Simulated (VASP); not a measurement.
BiO5:

```
Bi O
1.0
     3.61497    0.00000    0.00000
    -1.80749    3.13066    0.00000
     0.00000    0.00000    7.80554
Bi O
1 5
Direct
  0.00000 0.00000 0.50000
  0.00000 0.00000 0.26439
  0.00000 0.00000 0.73561
  0.50000 0.00000 0.00000
  0.00000 0.50000 0.00000
  0.50000 0.50000 0.00000
```

The cell was built from a structure type or drawn by symmetry, and may not be a known phase.

* Program: VASP 6.6.1
* Task: relaxation of cell and atoms
* Functional: PBE
* Potentials or basis: VASP PAW PBE potentials, release 64 (Bi_d, O)
* Cutoff: 600 eV
* k mesh: 5 × 5 × 2
* Occupations: gaussian, width 0.2 eV
* Spin: no spin polarisation

At the start: pressure 10.6 GPa; volume 14.72 Å³/atom.

Question: Where does the relaxation end?

Answer: Over 14 steps the energy falls by 92.5 meV/atom and the volume is 16.67 Å³/atom (+13.2 %); space group P6/mmm (No. 191, to 0.1 Å) before and after.

The path:
| step | energy change (eV) | largest force (eV/Å) | pressure (GPa) | volume (Å³) |
| --- | --- | --- | --- | --- |
| 1 | 0.0000 | 3.1916 | 10.60 | 88.34 |
| 2 | 0.3866 | 2.4588 | -6.55 | 101.00 |
| 3 | -0.4510 | 0.5941 | 0.69 | 92.91 |
| 4 | -0.4541 | 0.4385 | 1.14 | 92.61 |
| 5 | -0.4545 | 0.3651 | 1.35 | 92.47 |
| 6 | -0.4746 | 0.3376 | 0.64 | 94.10 |
| 7 | -0.4932 | 0.2756 | -0.68 | 97.63 |
| 8 | -0.5121 | 0.0521 | -0.07 | 97.77 |
| 9 | -0.5251 | 0.3625 | 1.05 | 97.98 |
| 10 | -0.5317 | 0.3088 | 0.97 | 98.19 |
| 11 | -0.5462 | 0.1557 | 0.78 | 98.82 |
| 12 | -0.5531 | 0.1195 | 0.53 | 100.02 |
| 13 | -0.5540 | 0.0497 | 0.58 | 99.73 |
| 14 | -0.5551 | 0.0581 | 0.47 | 100.02 |

Final structure:
```xyz
6
Lattice="3.6192 0.0000 0.0000 -1.8096 3.1343 0.0000 0.0000 0.0000 8.8170" Properties=species:S:1:pos:R:3 pbc="T T T"
Bi    0.0000    0.0000    4.4085
O     0.0000    0.0000    2.4476
O    -1.8096    3.1343    6.3694
O     1.8096    0.0000    0.0000
O    -0.9048    1.5672    0.0000
O     0.9048    1.5672    0.0000
```

Caveat: the k points lie up to 0.40 Å⁻¹ apart in the final cell, too coarse for converged energies and pressures of a metal; an odd number of electrons without spin polarisation forces a metal; a magnetic or distorted state may lie lower; the relaxation stopped at a loose force limit of 0.08 eV/Å, so its end isn't a converged minimum.
